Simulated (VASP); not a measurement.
# BP (P6_3/mmc) in VASP: single point with r2SCAN+rVV10

Aim: the single point of BP with r2SCAN+rVV10.

Everything below comes from runs of VASP 6.6.1. Logs are shortened: lines on timing, memory, paths and dates and some standing lists are left out, and cuts for length are marked.

### 1 The cell of the first run

It takes space group P6_3/mmc (No. 194, hexagonal). The conventional cell has a = 3.202 Å, b = 3.202 Å, c = 7.946 Å, α = 90.00°, β = 90.00°, γ = 120.00°. B (site symmetry -6m2) has 3 P at 1.85 Å within 2.5 Å. P (site symmetry -6m2) has 3 B at 1.85 Å within 2.5 Å.

### 2 Single point, r2SCAN+rVV10

POSCAR

```
BP
1.0
    3.2023542381      0.0000000000      0.0000000000
   -1.6011771191      2.7733201221      0.0000000000
    0.0000000000      0.0000000000      7.9464088885
B P
2 2
Direct
    0.3333333333      0.6666666667      0.2500000000
    0.6666666667      0.3333333333      0.7500000000
    0.6666666667      0.3333333333      0.2500000000
    0.3333333333      0.6666666667      0.7500000000
```

INCAR.step1

```
SYSTEM = BP
PREC = Accurate
ENCUT = 520
ISMEAR = -1
SIGMA = 0.03
LREAL = .False.
LASPH = .True.
NELM = 100
NBANDS = 16
GGA = PE
ALGO = Normal
EDIFF = 1E-4
LWAVE = .True.
LCHARG = .False.
```

INCAR.step2

```
SYSTEM = BP
PREC = Accurate
ENCUT = 520
EDIFF = 1E-6
ISMEAR = -1
SIGMA = 0.03
LREAL = .False.
LASPH = .True.
NELM = 100
ALGO = Normal
ISIF = 2
LWAVE = .False.
LCHARG = .False.
METAGGA = R2SCAN
LMIXTAU = .True.
LUSE_VDW = .True.
IVDW_NL = 2
BPARAM = 11.95
CPARAM = 0.0093
NBANDS = 16
ISTART = 1
```

KPOINTS

```
regular mesh
0
Gamma
  12 12 4
  0 0 0
```

Potentials or basis: VASP PAW PBE potentials, release 64 (B, P).

Run with:

```sh
$ cat potpaw_PBE.64/B/POTCAR potpaw_PBE.64/P/POTCAR > POTCAR
$ cp INCAR.step1 INCAR
$ mpirun -np 1 vasp_std > vasp.out
$ cp INCAR.step2 INCAR
$ mpirun -np 1 vasp_std > vasp.out
```

OUTCAR:

```text
SYSTEM = BP
   PREC = Accurate
   ENCUT = 520
   EDIFF = 1E-6
   ISMEAR = -1
   LREAL = .False.
   LASPH = .True.
   NELM = 100
   ISIF = 2
   METAGGA = R2SCAN
   IVDW_NL = 2
   BPARAM = 11.95
   ISTART = 1

 ion  position               nearest neighbor table
   1  0.333  0.667  0.250-   3 1.85   3 1.85   3 1.85
   2  0.667  0.333  0.750-   4 1.85   4 1.85   4 1.85
   3  0.667  0.333  0.250-   1 1.85   1 1.85   1 1.85
   4  0.333  0.667  0.750-   2 1.85   2 1.85   2 1.85

  LATTYP: Found a hexagonal cell.
 ALAT       =     3.2023542381
 C/A-ratio  =     2.4814271931

  Lattice vectors:

 A1 = (   3.2023542381,   0.0000000000,   0.0000000000)
 A2 = (  -1.6011771191,   2.7733201221,   0.0000000000)
 A3 = (   0.0000000000,   0.0000000000,   7.9464088885)

Analysis of symmetry for initial positions (statically):
=====================================================================
 Subroutine PRICEL returns:
 Original cell was already a primitive cell.

 Routine SETGRP: Setting up the symmetry group for a
 hexagonal supercell.

 Subroutine GETGRP returns: Found 24 space group operations
 (whereof 12 operations were pure point group operations)
 out of a pool of 24 trial point group operations.

The static configuration has the point symmetry D_3d.
 The point group associated with its full space group is D_6h.

Analysis of symmetry for dynamics (positions and initial velocities):
=====================================================================
 Subroutine PRICEL returns:
 Original cell was already a primitive cell.

 Routine SETGRP: Setting up the symmetry group for a
 hexagonal supercell.

 Subroutine GETGRP returns: Found 24 space group operations
 (whereof 12 operations were pure point group operations)
 out of a pool of 24 trial point group operations.

The dynamic configuration has the point symmetry D_3d.
 The point group associated with its full space group is D_6h.

 Subroutine INISYM returns: Found 24 space group operations
 (whereof 12 operations are pure point group operations),
 and found     1 'primitive' translations

----------------------------------------------------------------------------------------

                                     Primitive cell

  volume of cell :      70.5733

  direct lattice vectors                    reciprocal lattice vectors
[... 80 lines left out ...]
   NGXF,Y,Z  is equivalent  to a cutoff of  24.92, 24.92, 25.11 a.u.
 SYSTEM =  BP
   PREC   = accura    normal or accurate (medium, high low for compatibility)
   ISTART =      1    job   : 0-new  1-cont  2-samecut
   ICHARG =      0    charge: 1-file 2-atom 10-const
   ISPIN  =      1    spin polarized calculation?
   LNONCOLLINEAR =      F non collinear calculations
   LSORBIT =      F    spin-orbit coupling
   LASPH  =      T    aspherical Exc in radial PAW
   ENCUT  =  520.0 eV  38.22 Ry    6.18 a.u.   5.95  5.95 14.78*2*pi/ulx,y,z
   NELM   =    100;   NELMIN=  2; NELMDL=  0     # of ELM steps
   EDIFF  = 0.1E-05   stopping-criterion for ELM
   LREAL  =      F    real-space projection
[... 7 lines left out ...]
   TEBEG  =    0.0;   TEEND  =   0.0 temperature during run
   PSTRESS=    0.0 pullay stress
   NELECT =      16.0000    total number of electrons
   NUPDOWN=      -1.0000    fix difference up-down
   EMIN   =  10.00;   EMAX   =-10.00  energy-range for DOS
   EFERMI =   0.00;   METHOD = LEGACY
   ISMEAR =    -1;   SIGMA  =   0.03  broadening in eV -4-tet -1-fermi 0-gaus
   EFERMI_NEDOS =   21; number of points for ismear=-14 and -15
   IALGO  =     38    algorithm
   IMIX   =      4    mixing-type and parameters
     AMIX     =   0.40;   BMIX     =  1.00
     AMIX_MAG =   1.60;   BMIX_MAG =  1.00
  volume/ion in A,a.u.               =      17.64       119.06
  Fermi-wavevector in a.u.,A,eV,Ry     =   0.998239  1.886399 13.557961  0.996482
  Thomas-Fermi vector in A             =   2.130450
   LORBIT       =      0    0 simple, 1 ext, 2 COOP (PROOUT), +10 PAW based schemes
   METAGGA = R2SCAN    functional components
   LHFCALC =     F    Hartree Fock is set to
   AEXX    =    0.0000 exact exchange contribution
   IVDW_NL    =     2    kernel type
   BPARAM     =11.9500
   IVDW    =     0    specifies the selected vdW correction
   LEPSILON=     F    determine dielectric tensor
   LRPA    =     F    only Hartree local field effects (RPA)
 non-spin polarized calculation
  energy-cutoff  :      520.00
  volume of cell :       70.57
 maximum number of plane-waves:      1926
 NGX is ok and might be reduce to    24
   NGX = 11   NGY = 11   NGZ = 29

 number of electron      16.0000001 magnetization

 Free energy of the ion-electron system (eV)
  ---------------------------------------------------
  ext. energy  EPLUGINS =         0.00000000
  ---------------------------------------------------
  free energy    TOTEN  =       -32.68092676 eV

  energy without entropy =      -32.68092675  energy(sigma->0) =      -32.68092675

 E-fermi :   3.3687     XC(G=0):  -9.2745

 val. band max:        2.9097299083   @ k =   0.3333   0.2500   0.0000
 cond. band min:       3.7913853210   @ k =   0.5000   0.0000   0.0000
 fundamental gap:      0.8816554128
 Fermi energy:         3.3687299549

 k-point     1 :       0.0000    0.0000    0.0000
  band No.  band energies     occupation
      1     -11.6848      2.00000
      2     -11.4598      2.00000
      3      -2.3484      2.00000
      4      -0.5515      2.00000
      5       1.1074      2.00000
      6       1.1074      2.00000
[... 433 lines left out ...]
      3      -3.9934      2.00000
      4      -3.8900      2.00000
      5      -0.6085      2.00000
      6      -0.5518      2.00000
[... 8 lines left out ...]
     15      13.3000      0.00000
     16      13.3740      0.00000

 [... further k-points ...]
[... 5 lines left out ...]
  --------------------------------------------------------------------------------------
  -------------------------------------------------------------------------------------
  Total       -0.1983982     -0.1983982     -0.0472951      0.0000000     -0.0000000     -0.0000000
  in kB       -4.5041002     -4.5041002     -1.0737079      0.0000000     -0.0000000     -0.0000000
  external PRESSURE =      -3.3606361 kB  Pullay stress =       0.0000000 kB

 VOLUME and BASIS-vectors are now :
 -----------------------------------------------------------------------------
  energy-cutoff  :      520.00
  volume of cell :       70.57
      direct lattice vectors                 reciprocal lattice vectors
     3.202354238  0.000000000  0.000000000     0.312270263  0.180289320  0.000000000
    -1.601177119  2.773320122  0.000000000     0.000000000  0.360578641  0.000000000
     0.000000000  0.000000000  7.946408888     0.000000000  0.000000000  0.125843008

 POSITION                                       TOTAL-FORCE (eV/Angst)
 -----------------------------------------------------------------------------------
     -0.00000      1.84888      1.98660        -0.000000      0.000000      0.000000
      1.60118      0.92444      5.95981         0.000000     -0.000000     -0.000000
      1.60118      0.92444      1.98660         0.000000      0.000000     -0.000000
     -0.00000      1.84888      5.95981        -0.000000      0.000000     -0.000000
 -----------------------------------------------------------------------------------
    total drift:                               -0.000000      0.000000      0.000000

  FREE ENERGIE OF THE ION-ELECTRON SYSTEM (eV)
  ---------------------------------------------------
  free  energy   TOTEN  =       -32.6809267551 eV

  energy  without entropy=      -32.6809267453  energy(sigma->0) =      -32.68092675
```

OUTCAR.step1:

```text
SYSTEM = BP
   PREC = Accurate
   ENCUT = 520
   ISMEAR = -1
   LREAL = .False.
   LASPH = .True.
   NELM = 100
[... 686 lines left out ...]
      1.60118      0.92444      5.95981         0.000000      0.000000      0.000000
      1.60118      0.92444      1.98660        -0.000000      0.000000      0.000000
     -0.00000      1.84888      5.95981        -0.000000     -0.000000      0.000000
 -----------------------------------------------------------------------------------
    total drift:                               -0.000000      0.000000      0.000000

  FREE ENERGIE OF THE ION-ELECTRON SYSTEM (eV)
  ---------------------------------------------------
  free  energy   TOTEN  =       -24.2910396585 eV

  energy  without entropy=      -24.2910395799  energy(sigma->0) =      -24.29103962
```

Wall time 2.1 min (1 thread of Intel Xeon Platinum 8488C (Sapphire Rapids), shared host); peak memory 0.35 GiB.

What came out:

```
Free energy            : -32.6809 eV
Pressure               : -0.3 GPa
Band gap on the k mesh : 0.88 eV (least direct gap 1.04 eV)
```

Caveat: the PAW data sets were made with another functional, which shifts forces and pressure a little. A k mesh can miss the band edges.
